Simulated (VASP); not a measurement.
Wanted: the native input for a VASP 6.6.1 run.

```yaml
Task: single point
Functional: revPBE
Potentials_or_basis: VASP PAW PBE potentials, release 64 (Co)
Cutoff: 520 eV
k_mesh: 13 × 13 × 7
Occupations: fermi-dirac, width 0.3 eV
Spin: collinear spin, ferromagnetic start
Starting_moments: "[3.2, 3.2] μB"
Dipole_correction: no
Further_INCAR_settings: ALGO = Normal; EDIFF = 1e-06; NBANDS = 20
```

The structure of Co lies in POSCAR:

```
Co
1.0
    2.4863284155      0.0000000000      0.0000000000
   -1.2431642078      2.1532234734      0.0000000000
    0.0000000000      0.0000000000      4.0356975426
Co
2
Direct
    0.3333333333      0.6666666667      0.2500000000
    0.6666666667      0.3333333333      0.7500000000
```

The input as run:

INCAR

```
PREC = Accurate ; ENCUT = 520
EDIFF = 1E-6 ; ISMEAR = -1
SIGMA = 0.3 ; LREAL = F
LASPH = T ; NELM = 150
ALGO = Normal ; ISIF = 2
LWAVE = F ; LCHARG = F
ISPIN = 2 ; MAGMOM = 3.2 3.2
LORBIT = 11 ; LMAXMIX = 4
GGA = RE ; NBANDS = 20
```

KPOINTS

```
Automatic mesh
0
Gamma
  13 13 7
```

Potentials or basis: VASP PAW PBE potentials, release 64 (Co).

The run is started by

```console
$ cat potpaw_PBE.64/Co/POTCAR > POTCAR
$ mpirun -np 1 vasp_std > vasp.out
```

It gave:

```yaml
Pressure: 5.8 GPa
Net_moment: 2.81 μB per cell
Site_moments: Co +1.42 μB
Valence_electrons_inside_the_program's_atomic_spheres: Co 8.28
```

Caveat: the cell stands under pressure; so wide a smearing shifts energies and pressures; the PAW data sets were made with another functional, which shifts forces and pressure a little.

Wall time 38 s on 1 thread of AMD EPYC 9R45 96-Core Processor (Zen 5) (shared host), peak memory 0.14 GiB.
